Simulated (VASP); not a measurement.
# MgO (Pm-3m) in VASP: notebook

The runs below take MgO through relaxation of cell and atoms, single point, with r2SCAN, PBE0, HSE06.

Everything below comes from runs of VASP 6.6.1. Logs are shortened: lines on timing, memory, paths and dates and some standing lists are left out, and cuts for length are marked.

## 1. The cell of the first run

Symmetry: Pm-3m, No. 221, cubic system. Conventional cell: a = 2.660 Å, b = 2.660 Å, c = 2.660 Å, α = 90.00°, β = 90.00°, γ = 90.00°. Within 3.0 Å of Mg (site symmetry m-3m) lie 8 O at 2.30 Å and 6 Mg at 2.66 Å. O (site symmetry m-3m) has 8 Mg at 2.30 Å and 6 O at 2.66 Å within 3.0 Å.

## 2. Relaxation of cell and atoms, r2SCAN

Input file POSCAR:

```
MgO
1.0
    2.6598216231      0.0000000000      0.0000000000
    0.0000000000      2.6598216231      0.0000000000
    0.0000000000      0.0000000000      2.6598216231
Mg O
1 1
Direct
    0.0000000000      0.0000000000      0.0000000000
    0.5000000000      0.5000000000      0.5000000000
```

Input file INCAR.step1:

```
  ALGO = Normal
  EDIFF = 1E-4
  ENCUT = 600
  GGA = PE
  ISMEAR = -1
  LASPH = True
  LCHARG = False
  LREAL = False
  LWAVE = True
  NELM = 60
  PREC = Accurate
  SIGMA = 0.02
```

Input file INCAR.step2:

```
  ALGO = Normal
  EDIFF = 1E-6
  EDIFFG = -0.005
  ENCUT = 600
  IBRION = 2
  ISIF = 3
  ISMEAR = -1
  ISTART = 1
  LASPH = True
  LCHARG = False
  LMIXTAU = True
  LREAL = False
  LWAVE = False
  METAGGA = R2SCAN
  NELM = 60
  NSW = 80
  PREC = Accurate
  SIGMA = 0.02
```

Input file KPOINTS:

```
k-points
0
Gamma
  8 8 8
```

Potentials or basis: VASP PAW PBE potentials, release 64 (Mg, O).

Launch:

```bash
> cat potpaw_PBE.64/Mg/POTCAR potpaw_PBE.64/O/POTCAR > POTCAR
> cp INCAR.step1 INCAR
> mpirun -np 1 vasp_std > vasp.out
> cp INCAR.step2 INCAR
> mpirun -np 1 vasp_std > vasp.out
```

OUTCAR:

```text
EDIFF = 1E-6
   EDIFFG = -0.005
   ENCUT = 600
   IBRION = 2
   ISIF = 3
   ISMEAR = -1
   ISTART = 1
   LASPH = True
   LREAL = False
   METAGGA = R2SCAN
   NELM = 60
   NSW = 80
   PREC = Accurate

 ion  position               nearest neighbor table
   1  0.000  0.000  0.000-   2 2.30   2 2.30   2 2.30   2 2.30   2 2.30   2 2.30   2 2.30   2 2.30

   2  0.500  0.500  0.500-   1 2.30   1 2.30   1 2.30   1 2.30   1 2.30   1 2.30   1 2.30   1 2.30

  LATTYP: Found a simple cubic cell.
 ALAT       =     2.6598216231

  Lattice vectors:

 A1 = (   2.6598216231,   0.0000000000,   0.0000000000)
 A2 = (   0.0000000000,   2.6598216231,   0.0000000000)
 A3 = (   0.0000000000,   0.0000000000,   2.6598216231)

Analysis of symmetry for initial positions (statically):
=====================================================================
 Subroutine PRICEL returns:
 Original cell was already a primitive cell.

 Routine SETGRP: Setting up the symmetry group for a
 simple cubic supercell.

 Subroutine GETGRP returns: Found 48 space group operations
 (whereof 48 operations were pure point group operations)
 out of a pool of 48 trial point group operations.

The static configuration has the point symmetry O_h .

Analysis of symmetry for dynamics (positions and initial velocities):
=====================================================================
 Subroutine PRICEL returns:
 Original cell was already a primitive cell.

 Routine SETGRP: Setting up the symmetry group for a
 simple cubic supercell.

 Subroutine GETGRP returns: Found 48 space group operations
 (whereof 48 operations were pure point group operations)
 out of a pool of 48 trial point group operations.

The dynamic configuration has the point symmetry O_h .

 Subroutine INISYM returns: Found 48 space group operations
 (whereof 48 operations are pure point group operations),
 and found     1 'primitive' translations

----------------------------------------------------------------------------------------

                                     Primitive cell

  volume of cell :      18.8173

  direct lattice vectors                    reciprocal lattice vectors
     2.659821623  0.000000000  0.000000000     0.375965061  0.000000000  0.000000000
     0.000000000  2.659821623  0.000000000     0.000000000  0.375965061  0.000000000
[... 111 lines left out ...]
   LHFCALC =     F    Hartree Fock is set to
   AEXX    =    0.0000 exact exchange contribution
   IVDW    =     0    specifies the selected vdW correction
   LEPSILON=     F    determine dielectric tensor
   LRPA    =     F    only Hartree local field effects (RPA)
 conjugate gradient relaxation of ions
 non-spin polarized calculation
  energy-cutoff  :      600.00
  volume of cell :       18.82
 maximum number of plane-waves:       647
 NGX is ok and might be reduce to    24
   NGX = 11   NGY = 11   NGZ = 11

--------------------------------------- Ionic step        1  -------------------------------------------

 number of electron       8.0000001 magnetization

 Free energy of the ion-electron system (eV)
  ---------------------------------------------------
  ext. energy  EPLUGINS =         0.00000000
  ---------------------------------------------------
  free energy    TOTEN  =       -14.51078435 eV

  energy without entropy =      -14.51078435  energy(sigma->0) =      -14.51078435

------------------------ aborting loop because EDIFF is reached ----------------------------------------

  FORCE on cell =-STRESS in cart. coord.  units (eV):
  Direction    XX          YY          ZZ          XY          YZ          ZX
  --------------------------------------------------------------------------------------
  -------------------------------------------------------------------------------------
  Total       -0.8536697     -0.8536697     -0.8536697     -0.0000000     -0.0000000      0.0000000
  in kB      -72.6846832    -72.6846832    -72.6846832     -0.0000000     -0.0000000      0.0000000
  external PRESSURE =     -72.6846832 kB  Pullay stress =       0.0000000 kB
[... 89 lines left out ...]
  FREE ENERGIE OF THE ION-ELECTRON SYSTEM (eV)
  ---------------------------------------------------
  free  energy   TOTEN  =       -14.5327590279 eV

  energy  without entropy=      -14.5327590279  energy(sigma->0) =      -14.53275903

[... ionic steps 4 to 10 ...]

--------------------------------------- Ionic step       11  -------------------------------------------

 number of electron       8.0000002 magnetization

------------------------ aborting loop because EDIFF is reached ----------------------------------------
[... 67 lines left out ...]
--------------------------------------- Ionic step       13  -------------------------------------------

 number of electron       8.0000002 magnetization

 Free energy of the ion-electron system (eV)
  ---------------------------------------------------
  ext. energy  EPLUGINS =         0.00000000
  ---------------------------------------------------
  free energy    TOTEN  =       -14.53275555 eV

  energy without entropy =      -14.53275555  energy(sigma->0) =      -14.53275555

 E-fermi :   5.3320     XC(G=0): -11.9260

 val. band max:        4.8903547095   @ k =   0.5000   0.5000   0.0000
 cond. band min:       8.4237745870   @ k =   0.0000   0.0000   0.0000
 fundamental gap:      3.5334198775
 Fermi energy:         5.3320244411

 k-point     1 :       0.0000    0.0000    0.0000
  band No.  band energies     occupation
      1     -14.7495      2.00000
      2       3.8224      2.00000
      3       3.8224      2.00000
      4       3.8224      2.00000
      5       8.4238      0.00000
      6      16.3724      0.00000
      7      16.3724      0.00000
      8      26.9224      0.00000
[... 243 lines left out ...]
 k-point    24 :       0.5000    0.3750    0.1250
  band No.  band energies     occupation
      1     -12.6500      2.00000
      2      -0.1718      2.00000
      3       0.6525      2.00000
      4       4.1123      2.00000
      5      11.8447      0.00000
      6      16.8728      0.00000
      7      17.3740      0.00000
      8      21.2381      0.00000

 [... further k-points ...]

------------------------ aborting loop because EDIFF is reached ----------------------------------------

  FORCE on cell =-STRESS in cart. coord.  units (eV):
  Direction    XX          YY          ZZ          XY          YZ          ZX
  --------------------------------------------------------------------------------------
  -------------------------------------------------------------------------------------
  Total       -0.0099666     -0.0099666     -0.0099666      0.0000000     -0.0000000      0.0000000
  in kB       -0.8918529     -0.8918529     -0.8918529      0.0000000     -0.0000000      0.0000000
  external PRESSURE =      -0.8918529 kB  Pullay stress =       0.0000000 kB
[... 17 lines left out ...]
  FREE ENERGIE OF THE ION-ELECTRON SYSTEM (eV)
  ---------------------------------------------------
  free  energy   TOTEN  =       -14.5327555451 eV

  energy  without entropy=      -14.5327555451  energy(sigma->0) =      -14.53275555

 reached required accuracy - stopping structural energy minimisation
```

OUTCAR.step1:

```text
EDIFF = 1E-4
   ENCUT = 600
   GGA = PE
   ISMEAR = -1
   LASPH = True
[... 486 lines left out ...]
      0.00000      0.00000      0.00000         0.000000      0.000000      0.000000
      1.32991      1.32991      1.32991         0.000000      0.000000      0.000000
 -----------------------------------------------------------------------------------
    total drift:                                0.000000     -0.000000     -0.000000

  FREE ENERGIE OF THE ION-ELECTRON SYSTEM (eV)
  ---------------------------------------------------
  free  energy   TOTEN  =       -10.4028736379 eV

  energy  without entropy=      -10.4028736379  energy(sigma->0) =      -10.40287364
```

OSZICAR.step1:

```text
N       E                     dE             d eps       ncg     rms          rms(c)
DAV:   1     0.152909114801E+02    0.15291E+02   -0.52595E+03   656   0.100E+03
DAV:   2    -0.117104686311E+02   -0.27001E+02   -0.25207E+02   696   0.146E+02
DAV:   3    -0.120532054173E+02   -0.34274E+00   -0.34274E+00   800   0.191E+01
DAV:   4    -0.120536255449E+02   -0.42013E-03   -0.42013E-03   776   0.574E-01
DAV:   5    -0.120536257339E+02   -0.18897E-06   -0.18897E-06   840   0.831E-03    0.703E+00
DAV:   6    -0.104759462742E+02    0.15777E+01   -0.10416E+01   576   0.220E+01    0.232E+00
DAV:   7    -0.104303315912E+02    0.45615E-01   -0.76069E-02   648   0.322E+00    0.129E+00
DAV:   8    -0.104030029515E+02    0.27329E-01   -0.39291E-02   664   0.264E+00    0.186E-01
DAV:   9    -0.104028935825E+02    0.10937E-03   -0.21126E-04   744   0.141E-01    0.131E-01
DAV:  10    -0.104028736379E+02    0.19945E-04   -0.14638E-04   504   0.146E-01
   1 F= -.10402874E+02 E0= -.10402874E+02  d E =-.265571E-12
```

Run time: 51 s. Hardware: 1 thread of Intel Xeon 6975P-C (Granite Rapids), shared host; peak memory 0.15 GiB.

Results:

* Free energy: -14.5328 eV
* Relaxed volume: 8.95 Å³/atom
* Relaxed cell: a = 2.616 Å, b = 2.616 Å, c = 2.616 Å, α = 90.00°, β = 90.00°, γ = 90.00°
* Space group after relaxing (to 0.1 Å): Pm-3m (No. 221)
* Energy gained by relaxing: 11.0 meV/atom
* Ionic steps: 13
* Pressure after relaxing: -0.1 GPa
* Band gap on the k mesh: 3.53 eV (least direct gap 4.60 eV)

Step by step:
```
step  energy change (eV)  largest force (eV/Å)  pressure (GPa)  volume (Å³)
   1              0.0000                0.0000           -7.27        18.82
   2             -0.0207                0.0000            2.00        17.68
   3             -0.0220                0.0000            0.10        17.89
   4             -0.0220                0.0000           -0.15        17.91
   5             -0.0220                0.0000           -0.15        17.91
   6             -0.0220                0.0000           -0.12        17.91
   7             -0.0220                0.0000           -0.12        17.91
   8             -0.0220                0.0000           -0.12        17.91
   9             -0.0220                0.0000           -0.12        17.91
  10             -0.0220                0.0000           -0.11        17.91
  11             -0.0220                0.0000           -0.11        17.91
  12             -0.0220                0.0000           -0.10        17.91
  13             -0.0220                0.0000           -0.09        17.90
```

Final structure:
```cif
data_structure
_symmetry_space_group_name_H-M 'P 1'
_symmetry_Int_Tables_number 1
_cell_length_a 2.6161
_cell_length_b 2.6161
_cell_length_c 2.6161
_cell_angle_alpha 90.000
_cell_angle_beta 90.000
_cell_angle_gamma 90.000
_cell_volume 17.90
loop_
_atom_site_label
_atom_site_type_symbol
_atom_site_fract_x
_atom_site_fract_y
_atom_site_fract_z
_atom_site_occupancy
Mg1 Mg 0.00000 0.00000 0.00000 1
O1 O 0.50000 0.50000 0.50000 1
```

Caveat: the PAW data sets were made with another functional, which shifts forces and pressure a little.

## 3. Single point, PBE0

This run uses another cell than the first one, of 9.03 Å³/atom.

Input file POSCAR:

```
MgO
1.0
    2.6233491285      0.0000000000      0.0000000000
    0.0000000000      2.6233491285      0.0000000000
    0.0000000000      0.0000000000      2.6233491285
Mg O
1 1
Direct
    0.0000000000      0.0000000000      0.0000000000
    0.5000000000      0.5000000000      0.5000000000
```

Input file INCAR.step1:

```
PREC = Accurate
ENCUT = 520
EDIFF = 1E-5
ISMEAR = 0
SIGMA = 0.01
LREAL = F
LASPH = T
NELM = 80
ALGO = Normal
ISIF = 2
LWAVE = T
LCHARG = F
NBANDS = 11
GGA = PE
```

Input file INCAR.step2:

```
PREC = Accurate
ENCUT = 520
EDIFF = 1E-6
ISMEAR = 0
SIGMA = 0.01
LREAL = F
LASPH = T
NELM = 80
ALGO = Normal
ISIF = 2
LWAVE = F
LCHARG = F
GGA = PE
LHFCALC = T
AEXX = 0.25
PRECFOCK = Normal
NBANDS = 11
ISTART = 1
```

Input file KPOINTS:

```
regular mesh
0
Gamma
  6 6 6
```

Potentials or basis: VASP PAW PBE potentials, release 64 (Mg, O).

Launch:

```bash
> cat potpaw_PBE.64/Mg/POTCAR potpaw_PBE.64/O/POTCAR > POTCAR
> cp INCAR.step1 INCAR
> mpirun -np 1 vasp_std > vasp.out
> cp INCAR.step2 INCAR
> mpirun -np 1 vasp_std > vasp.out
```

Wall time 2.4 min (1 thread of Intel Xeon 6975P-C (Granite Rapids), shared host); peak memory 0.13 GiB.

It converged, with:

```
Free energy            : -13.1860 eV
Pressure               : -1.1 GPa
Band gap on the k mesh : 4.90 eV (least direct gap 6.00 eV)
```

Levels at points of the mesh, in eV from the valence-band top:
```tsv
k point	band 1	band 2	band 3	band 4	band 5	band 6	band 7	band 8
(0.00, 0.00, 0.00)	-20.28	-1.10	-1.10	-1.10	4.90	12.96	12.96	23.61
(0.50, 0.00, 0.00)	-18.98	-7.04	-0.61	-0.61	9.59	12.41	17.27	20.16
(0.50, 0.50, 0.00)	-18.04	-5.13	-5.13	0.00	7.34	15.22	15.22	16.13
(0.50, 0.50, 0.50)	-17.14	-3.97	-3.97	-3.97	9.96	9.96	9.96	19.36
```

Caveat: the PAW data sets were made with another functional, which shifts forces and pressure a little. A k mesh can miss the band edges.

(Part 1 of 2 ends here.)
